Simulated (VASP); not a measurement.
ZnSe:

```
CELL_PARAMETERS angstrom
0.00000 2.88938 2.88938
2.88938 0.00000 2.88938
2.88938 2.88938 0.00000
ATOMIC_POSITIONS crystal
Se 0.75000 0.75000 0.75000
Zn 0.00000 0.00000 0.00000
```

Base run:

- Program: VASP 6.6.1
- Functional: b88 exchange, pbe correlation
- Potentials or basis: VASP PAW PBE potentials, release 64 (Se, Zn)
- Cutoff: 500 eV
- k mesh: 8 × 8 × 8
- Occupations: fermi-dirac, width 0.05 eV
- Spin: no spin polarisation

Its results: band gap on the k mesh 1.06 eV; pressure -1.2 GPa.

Q: The run is repeated on the same cell with these changes: functional from b88 exchange, pbe correlation to HSE06; cutoff from 500 eV to 520 eV; k mesh from 8 × 8 × 8 to 4 × 4 × 4. What comes out?

A: Band gap on the k mesh 2.16 eV; pressure -2.1 GPa.

Several settings changed at once.

Caveats: some runs use coarse meshes; the PAW data sets were made with another functional, which shifts forces and pressure a little.

